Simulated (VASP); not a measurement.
Here is a VASP 6.6.1 calculation.

INCAR

```
SYSTEM = HfC
  PREC = Accurate
  ENCUT = 600
  EDIFF = 1E-7
  ISMEAR = -1
  SIGMA = 0.05
  LREAL = .False.
  LASPH = .True.
  NELM = 60
  ALGO = Normal
  ISIF = 3
  LWAVE = .False.
  LCHARG = .False.
  GGA = PE
  IBRION = 2
  NSW = 80
  EDIFFG = -0.02
  PSTRESS = 100.0
```

File KPOINTS:

```
Automatic mesh
0
Gamma
  10 10 10
  0 0 0
```

Contents of POSCAR:

```
HfC
1.0
    0.0000000000      2.3250000000      2.3250000000
    2.3250000000      0.0000000000      2.3250000000
    2.3250000000      2.3250000000      0.0000000000
Hf C
1 1
Direct
    0.5000000000      0.5000000000      0.5000000000
    0.0000000000      0.0000000000      0.0000000000
```

Potentials or basis: VASP PAW PBE potentials, release 64 (Hf_pv, C).

Command:

```bash
$ cat potpaw_PBE.64/Hf_pv/POTCAR potpaw_PBE.64/C/POTCAR > POTCAR
$ mpirun -np 1 vasp_std > vasp.out
```

Predict the relaxed volume.

12.07 Å³/atom.

Predict the band gap on the k mesh.

zero (band 7 reaches 7.29 eV, above the bottom of band 8 at 5.87 eV).

What does it give for the space group after relaxing (to 0.05 Å)?

Fm-3m (No. 225).

The path:
```
step  energy change (eV)  largest force (eV/Å)  pressure (GPa)  volume (Å³)
   1              0.0000                0.0000           -0.50        25.14
   2              0.2897                0.0000           36.34        22.26
   3              0.0271                0.0000            9.71        24.16
   4              0.0285                0.0000            9.99        24.13
```

Caveat: the cell is relaxed towards a set pressure, so the enthalpy falls and the energy may rise; spin-orbit coupling is left out, which moves the levels of the heavy elements.
